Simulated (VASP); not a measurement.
The system is BaS.

```
Ba S
1.0
     5.38186    0.00000    0.00000
    -2.69093    4.66082    0.00000
     0.00000    0.00000    6.56652
Ba S
2 2
Direct
  0.33333 0.66667 0.93750
  0.66667 0.33333 0.43750
  0.33333 0.66667 0.43750
  0.66667 0.33333 0.93750
```

This cell differs from its parent crystal: uniaxial z strain +2.9%.

Base run:

- Program: VASP 6.6.1
- Functional: PBE
- Potentials or basis: VASP PAW PBE potentials, release 64 (Ba_sv, S)
- Cutoff: 520 eV
- k mesh: 6 × 6 × 4
- Occupations: fermi-dirac, width 0.02 eV
- Spin: no spin polarisation

Its results: band gap on the k mesh 2.54 eV, indirect (least direct gap 2.62 eV); pressure -0.5 GPa.

Q: The run is repeated on the same cell with these changes: functional from PBE to r2SCAN; occupations from fermi-dirac, width 0.02 eV to gaussian, width 0.01 eV. What comes out?

A: Band gap on the k mesh 2.89 eV, indirect (least direct gap 2.97 eV); pressure -0.6 GPa.

Caveats: spin-orbit coupling is left out, which moves the levels of the heavy elements; the PAW data sets were made with another functional, which shifts forces and pressure a little (some runs).

A k mesh can miss the band edges.
